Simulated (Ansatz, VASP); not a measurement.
**One calculation of NaAg2I3, two programs**

```
Na Ag I
1.0
     4.56922    2.63804    4.41459
    -4.56922    2.63804    4.41459
     0.00000   -5.27608    4.41459
Na Ag I
1 2 3
Direct
  0.00000 0.00000 0.00000
  0.76528 0.76528 0.76528
  0.23472 0.23472 0.23472
  0.00000 0.50000 0.00000
  0.50000 0.00000 0.00000
  0.00000 0.00000 0.50000
```

Change from the starting cell: species swapped into the Ho2Al3Fe type (R-3m, No. 166).

Alike in both runs: functional PBE; k mesh 6 × 6 × 6; occupations gaussian, width 0.1 eV; no spin polarisation.

Ansatz relaxed the structure, and its values are those at the end. VASP's run is a single point on that final structure, the one shown.

```csv
,VASP,Ansatz
version,VASP 6.6.1,Ansatz 0.2.0
potentials or method,"VASP PAW PBE potentials, release 64 (Na_pv, Ag, I), cutoff 520 eV","scalar-relativistic, plane waves, PAW"
valence electrons in the cell,50,98
```

```csv
,VASP,Ansatz,Ansatz less VASP
gap on the k mesh at the Fermi level (eV),1.27,1.27,+0.002
least direct gap on the mesh (eV),1.30,1.30,+0.002
pressure (GPa),0.0,0.0,+0.03
```

VASP's potentials hold 50 valence electrons a cell and Ansatz's 98, so a difference there can come from the potentials and not from the codes.

Neither program's run includes spin-orbit coupling.
